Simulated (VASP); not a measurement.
# Mo (P6/mmm) in VASP: further runs, part 2 of 2

VASP 6.6.1. Earlier steps stand in the parts before.

## (3) Single point, PBEsol

INCAR

```
SYSTEM = Mo
PREC     = Accurate       ! precision mode
ENCUT    = 520            ! plane-wave cutoff, eV
EDIFF    = 1E-6           ! SCF threshold, eV
ISMEAR   = -1             ! smearing method
SIGMA    = 0.05           ! smearing width, eV
LREAL    = .FALSE.        ! projectors in reciprocal space
LASPH    = .TRUE.         ! aspherical terms in the spheres
NELM     = 60             ! most SCF steps
ALGO     = Normal         ! electronic algorithm
ISIF     = 2              ! what is computed and relaxed
LWAVE    = .FALSE.        ! write WAVECAR
LCHARG   = .FALSE.        ! write CHGCAR
GGA      = PS             ! functional
NBANDS   = 13             ! bands
```

KPOINTS

```
regular mesh
0
G
  14 14 13
  0 0 0
```

POSCAR

```
Mo
1.0
    2.7355100000      0.0000000000      0.0000000000
   -1.3677550000      2.3690210000      0.0000000000
    0.0000000000      0.0000000000      2.5551810000
Mo
1
Direct
    0.0000000000      0.0000000000      0.5000000000
```

Potentials or basis: VASP PAW PBE potentials, release 64 (Mo_sv).

Launch:

```sh
> cat potpaw_PBE.64/Mo_sv/POTCAR > POTCAR
> mpirun -np 1 vasp_std > vasp.out
```

OUTCAR:

```text
SYSTEM = Mo
   PREC = Accurate
   ENCUT = 520
   EDIFF = 1E-6
   ISMEAR = -1
   LREAL = .FALSE.
   LASPH = .TRUE.
   NELM = 60
   ISIF = 2
   GGA = PS

 ion  position               nearest neighbor table
   1  0.000  0.000  0.500-

  LATTYP: Found a hexagonal cell.
 ALAT       =     2.7355100000
 C/A-ratio  =     0.9340784717

  Lattice vectors:

 A1 = (   2.7355100000,   0.0000000000,   0.0000000000)
 A2 = (  -1.3677550000,   2.3690210000,   0.0000000000)
 A3 = (   0.0000000000,   0.0000000000,   2.5551810000)

Analysis of symmetry for initial positions (statically):
=====================================================================
 Subroutine PRICEL returns:
 Original cell was already a primitive cell.

 Routine SETGRP: Setting up the symmetry group for a
 hexagonal supercell.

 Subroutine GETGRP returns: Found 24 space group operations
 (whereof 24 operations were pure point group operations)
 out of a pool of 24 trial point group operations.

The static configuration has the point symmetry D_6h.

Analysis of symmetry for dynamics (positions and initial velocities):
=====================================================================
 Subroutine PRICEL returns:
 Original cell was already a primitive cell.

 Routine SETGRP: Setting up the symmetry group for a
 hexagonal supercell.

 Subroutine GETGRP returns: Found 24 space group operations
 (whereof 24 operations were pure point group operations)
 out of a pool of 24 trial point group operations.

The dynamic configuration has the point symmetry D_6h.

 Subroutine INISYM returns: Found 24 space group operations
 (whereof 24 operations are pure point group operations),
 and found     1 'primitive' translations

----------------------------------------------------------------------------------------

                                     Primitive cell

  volume of cell :      16.5588

  direct lattice vectors                    reciprocal lattice vectors
     2.735510000  0.000000000  0.000000000     0.365562546  0.211057648  0.000000000
    -1.367755000  2.369021000  0.000000000     0.000000000  0.422115296  0.000000000
     0.000000000  0.000000000  2.555181000     0.000000000  0.000000000  0.391361708

  length of vectors
     2.735510000  2.735509868  2.555181000     0.422115275  0.422115296  0.391361708

  position of ions in fractional coordinates (direct lattice)
     0.000000000  0.000000000  0.500000000

  ion indices of the primitive-cell ions
   primitive index   ion index
                 1           1

----------------------------------------------------------------------------------------

 KPOINTS: regular mesh

Automatic generation of k-mesh.
 Grid dimensions read from file:
 generate k-points for:   14   14   13

 Generating k-lattice:

  Cartesian coordinates                     Fractional coordinates (reciprocal lattice)
     0.026111610  0.015075546  0.000000000     0.071428571  0.000000000  0.000000000
     0.000000000  0.030151093  0.000000000     0.000000000  0.071428571  0.000000000
     0.000000000  0.000000000  0.030104747     0.000000000  0.000000000  0.076923077

  Length of vectors
     0.030151091  0.030151093  0.030104747

  Shift w.r.t. Gamma in fractional coordinates (k-lattice)
     0.000000000  0.000000000  0.000000000

 Subroutine IBZKPT returns following result:
 ===========================================

 Found    168 irreducible k-points:

 Following reciprocal coordinates:
            Coordinates               Weight
  0.000000  0.000000  0.000000      1.000000
  0.071429  0.000000  0.000000      6.000000
  0.142857  0.000000  0.000000      6.000000
  0.214286  0.000000  0.000000      6.000000
  0.285714  0.000000  0.000000      6.000000
  0.357143  0.000000  0.000000      6.000000
[... 16 lines left out ...]
  0.285714  0.285714  0.000000      6.000000
  0.357143  0.285714  0.000000      6.000000
 [... further k-points ...]
   k-points           NKPTS =    168   k-points in BZ     NKDIM =    168   number of bands    NBANDS=     13
   number of dos      NEDOS =    301   number of ions     NIONS =      1
   total plane-waves  NPLWV =   8000
   dimension x,y,z NGX =    20 NGY =   20 NGZ =   20
   dimension x,y,z NGXF=    40 NGYF=   40 NGZF=   40
   ions per type =               1
   NGX,Y,Z   is equivalent  to a cutoff of  12.15, 12.15, 13.01 a.u.
   NGXF,Y,Z  is equivalent  to a cutoff of  24.31, 24.31, 26.02 a.u.
 SYSTEM =  Mo
   PREC   = accura    normal or accurate (medium, high low for compatibility)
   ISTART =      0    job   : 0-new  1-cont  2-samecut
   ICHARG =      2    charge: 1-file 2-atom 10-const
   ISPIN  =      1    spin polarized calculation?
   LNONCOLLINEAR =      F non collinear calculations
   LSORBIT =      F    spin-orbit coupling
   LASPH  =      T    aspherical Exc in radial PAW
   ENCUT  =  520.0 eV  38.22 Ry    6.18 a.u.   5.09  5.09  4.75*2*pi/ulx,y,z
   NELM   =     60;   NELMIN=  2; NELMDL= -5     # of ELM steps
   EDIFF  = 0.1E-05   stopping-criterion for ELM
   LREAL  =      F    real-space projection
   EDIFFG = 0.1E-04   stopping-criterion for IOM
   NSW    =      0    number of steps for IOM
   IBRION =     -1    ionic relax: 0-MD 1-quasi-New 2-CG
   NFREE  =      0    steps in history (QN), initial steepest desc. (CG)
   ISIF   =      2    stress and relaxation
   ISYM   =      2    0-nonsym 1-usesym 2-fastsym
   POTIM  = 0.5000    time-step for ionic-motion
   TEBEG  =    0.0;   TEEND  =   0.0 temperature during run
   PSTRESS=    0.0 pullay stress
   NELECT =      14.0000    total number of electrons
   NUPDOWN=      -1.0000    fix difference up-down
   EMIN   =  10.00;   EMAX   =-10.00  energy-range for DOS
   EFERMI =   0.00;   METHOD = LEGACY
   ISMEAR =    -1;   SIGMA  =   0.05  broadening in eV -4-tet -1-fermi 0-gaus
   EFERMI_NEDOS =   21; number of points for ismear=-14 and -15
   IALGO  =     38    algorithm
   IMIX   =      4    mixing-type and parameters
     AMIX     =   0.40;   BMIX     =  1.00
     AMIX_MAG =   1.60;   BMIX_MAG =  1.00
  volume/ion in A,a.u.               =      16.56       111.74
  Fermi-wavevector in a.u.,A,eV,Ry     =   1.548013  2.925320 32.604234  2.396344
  Thomas-Fermi vector in A             =   2.653024
   LORBIT       =      0    0 simple, 1 ext, 2 COOP (PROOUT), +10 PAW based schemes
   GGA     = PS    functional components
   LHFCALC =     F    Hartree Fock is set to
   AEXX    =    0.0000 exact exchange contribution
   IVDW    =     0    specifies the selected vdW correction
   LEPSILON=     F    determine dielectric tensor
   LRPA    =     F    only Hartree local field effects (RPA)
 non-spin polarized calculation
  energy-cutoff  :      520.00
  volume of cell :       16.56
 maximum number of plane-waves:       460
   NGX = 11   NGY = 11   NGZ =  9

 number of electron      14.0000002 magnetization

 Free energy of the ion-electron system (eV)
  ---------------------------------------------------
  ext. energy  EPLUGINS =         0.00000000
  ---------------------------------------------------
  free energy    TOTEN  =       -10.86794779 eV

  energy without entropy =      -10.86108549  energy(sigma->0) =      -10.86451664

 E-fermi :  11.3673     XC(G=0): -13.1176

 val. band max:       11.3349629946   @ k =   0.5000   0.0000   0.3846
 cond. band min:      11.3876303123   @ k =   0.4286   0.0000   0.3846
 fundamental gap:      0.0526673177
 Fermi energy:        11.3673453339

 k-point     1 :       0.0000    0.0000    0.0000
  band No.  band energies     occupation
      1     -49.5172      2.00000
      2     -22.8225      2.00000
      3     -22.8225      2.00000
      4     -22.7514      2.00000
      5       4.6072      2.00000
      6       7.1247      2.00000
      7      10.5206      2.00000
      8      10.5206      2.00000
      9      15.5534      0.00000
     10      15.5534      0.00000
     11      24.4216      0.00000
     12      27.1604      0.00000
     13      31.9630      0.00000

 k-point     2 :       0.0714    0.0000    0.0000
  band No.  band energies     occupation
      1     -49.5063      2.00000
      2     -22.8958      2.00000
      3     -22.8389      2.00000
      4     -22.7438      2.00000
      5       4.8070      2.00000
      6       7.2113      2.00000
      7      10.3227      2.00000
      8      10.7052      2.00000
      9      15.3347      0.00000
     10      15.5178      0.00000
     11      24.8787      0.00000
[... 339 lines left out ...]
 k-point    24 :       0.3571    0.2857    0.0000
  band No.  band energies     occupation
      1     -49.2636      2.00000
      2     -23.8968      2.00000
      3     -23.6870      2.00000
      4     -22.5762      2.00000
      5       8.5158      2.00000
      6       8.9259      2.00000
      7       9.8253      2.00000
      8      13.0812      0.00000
      9      13.5519      0.00000
     10      19.0620      0.00000
     11      19.9809      0.00000
     12      20.6048      0.00000
     13      31.2691      0.00000

 [... further k-points ...]
[... 5 lines left out ...]
  --------------------------------------------------------------------------------------
  -------------------------------------------------------------------------------------
  Total       -0.1162485     -0.1162485     -0.6863204      0.0000000      0.0000000      0.0000000
  in kB      -11.2478370    -11.2478355    -66.4061933      0.0000000      0.0000000      0.0000000
  external PRESSURE =     -29.6339553 kB  Pullay stress =       0.0000000 kB

 VOLUME and BASIS-vectors are now :
 -----------------------------------------------------------------------------
  energy-cutoff  :      520.00
  volume of cell :       16.56
      direct lattice vectors                 reciprocal lattice vectors
     2.735510000  0.000000000  0.000000000     0.365562546  0.211057648  0.000000000
    -1.367755000  2.369021000  0.000000000     0.000000000  0.422115296  0.000000000
     0.000000000  0.000000000  2.555181000     0.000000000  0.000000000  0.391361708

 POSITION                                       TOTAL-FORCE (eV/Angst)
 -----------------------------------------------------------------------------------
      0.00000      0.00000      1.27759         0.000000      0.000000      0.000000
 -----------------------------------------------------------------------------------
    total drift:                               -0.000000      0.000000     -0.000000

  FREE ENERGIE OF THE ION-ELECTRON SYSTEM (eV)
  ---------------------------------------------------
  free  energy   TOTEN  =       -10.8679477905 eV

  energy  without entropy=      -10.8610854948  energy(sigma->0) =      -10.86451664
```

It took 20 s on 1 thread of Intel Xeon Platinum 8375C at 2.90GHz (Ice Lake), shared host; peak memory 0.14 GiB.

What came out:

```yaml
Free_energy: -10.8679 eV
Pressure: -3.0 GPa
Band_gap_on_the_k_mesh: zero (band 7 reaches 12.41 eV, above the bottom of band 8 at 10.52 eV)
```

Levels at points of the mesh, in eV from the Fermi level:
| k point | band 5 | band 6 | band 7 | band 8 | band 9 | band 10 |
| --- | --- | --- | --- | --- | --- | --- |
| (0.00, 0.00, 0.00) | -6.76 | -4.24 | -0.85 | -0.85 | 4.19 | 4.19 |
| (0.50, 0.00, 0.00) | -4.88 | -3.05 | 1.04 | 1.10 | 3.51 | 4.49 |

Caveat: the PAW data sets were made with another functional, which shifts forces and pressure a little.
